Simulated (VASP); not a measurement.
Input of a VASP 6.6.1 run:

The input INCAR:

```
SYSTEM = Ta3N
PREC = Accurate
ENCUT = 600
EDIFF = 1E-6
ISMEAR = 0
SIGMA = 0.1
LREAL = .FALSE.
LASPH = .TRUE.
NELM = 60
ALGO = Normal
ISIF = 3
LWAVE = .FALSE.
LCHARG = .FALSE.
GGA = PE
IBRION = 2
NSW = 100
EDIFFG = -0.01
LUSENCCL = .FALSE.
```

Contents of KPOINTS:

```
regular mesh
0
G
  18 18 18
  0 0 0
```

POSCAR

```
Ta3N
1.0
    1.5371318320      0.8874634770      7.3370294506
   -1.5371318320      0.8874634770      7.3370294506
    0.0000000000     -1.7749269539      7.3370294506
Ta N
3 1
Direct
    0.7240937293      0.7240937293      0.7240937293
    0.2759062707      0.2759062707      0.2759062707
    0.5000000000      0.5000000000      0.5000000000
    0.0000000000      0.0000000000      0.0000000000
```

Potentials or basis: VASP PAW PBE potentials, release 64 (Ta_pv, N).

Run with:

```bash
$ cat potpaw_PBE.64/Ta_pv/POTCAR potpaw_PBE.64/N/POTCAR > POTCAR
$ mpirun -np 1 vasp_std > vasp.out
```

(1) What does it give for the band gap on the k mesh?

(2) What does it give for the relaxed volume?

(3) What does it give for the space group after relaxing (to 0.1 Å)?

(4) Estimate the relaxed cell.

Answers

(1) zero (bands 19 and 20 overlap by 0.50 eV).

(2) 15.02 Å³/atom.

(3) R-3m (No. 166).

(4) a = 7.522 Å, b = 7.522 Å, c = 7.522 Å, α = 23.63°, β = 23.63°, γ = 23.63°.

Caveat: spin-orbit coupling is left out, which moves the levels of the heavy elements.
